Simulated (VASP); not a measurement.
Input of a VASP 6.6.1 run:

Contents of INCAR:

```
SYSTEM = Os
PREC = Accurate
ENCUT = 520
EDIFF = 1E-7
ISMEAR = -1
SIGMA = 0.08
LREAL = .False.
LASPH = .True.
NELM = 150
ALGO = Normal
ISIF = 2
LWAVE = .False.
LCHARG = .False.
LMAXMIX = 4
LDAU = .True.
LDAUTYPE = 2
LDAUL = 2
LDAUU = 5
LDAUJ = 0
LDAUPRINT = 1
GGA = CA
NBANDS = 10
```

File KPOINTS:

```
regular mesh
0
Gamma
  19 19 19
  0 0 0
```

POSCAR

```
Os
1.0
    0.0000000000      1.7350976188      1.7350976188
    1.7350976188      0.0000000000      1.7350976188
    1.7350976188      1.7350976188      0.0000000000
Os
1
Direct
    0.0000000000      0.0000000000      0.0000000000
```

Potentials or basis: VASP PAW LDA potentials, release 64 (Os).

The run is started by

```bash
$ cat potpaw_LDA.64/Os/POTCAR > POTCAR
$ mpirun -np 1 vasp_std > vasp.out
```

**Question.** Estimate the band gap on the k mesh.

**Answer.** Zero (bands 4 and 5 overlap by 7.24 eV).

**Question.** Predict the pressure.

**Answer.** 120.0 GPa.

Eigenvalues of the final occupation matrices:
```
    site  spin  trace               eigenvalues
site 1 d     1   4.53  0.83 0.83 0.96 0.96 0.96
site 1 d     2   4.53  0.83 0.83 0.96 0.96 0.96
```

Caveat: the cell stands under pressure; spin-orbit coupling is left out, which moves the levels of the heavy elements; U without spin polarisation on a metal has little footing; the U is typed as a test and isn't derived for this compound.
